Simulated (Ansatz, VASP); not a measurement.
Two plane-wave programs on Mo

```
Mo
1.0
    -1.57100    1.57100    1.57100
     1.57100   -1.57100    1.57100
     1.57100    1.57100   -1.57100
Mo
1
Direct
  0.00000 0.00000 0.00000
```

Alike in both runs: task electric field gradients; functional LDA; k mesh 16 × 16 × 16; occupations fermi-dirac, width 0.05 eV; no spin polarisation.

|  | VASP | Ansatz |
| --- | --- | --- |
| version | VASP 6.6.1 | Ansatz 0.2.0 |
| potentials or method | VASP PAW LDA potentials, release 64 (Mo_sv) | PAW with Ansatz's default frozen-core files, scalar-relativistic |
| plane-wave cutoff (eV) | 520 | 420 |
| valence electrons in the cell | 14 | 14 |

Ansatz gave:

| Property | Result |
| --- | --- |
| pressure (GPa) | -8.2 |

Which values does VASP return?

Pressure (GPa): -7.1.

LDA's correlation is that of Perdew and Zunger in VASP and of Perdew and Wang (1992) in Ansatz.
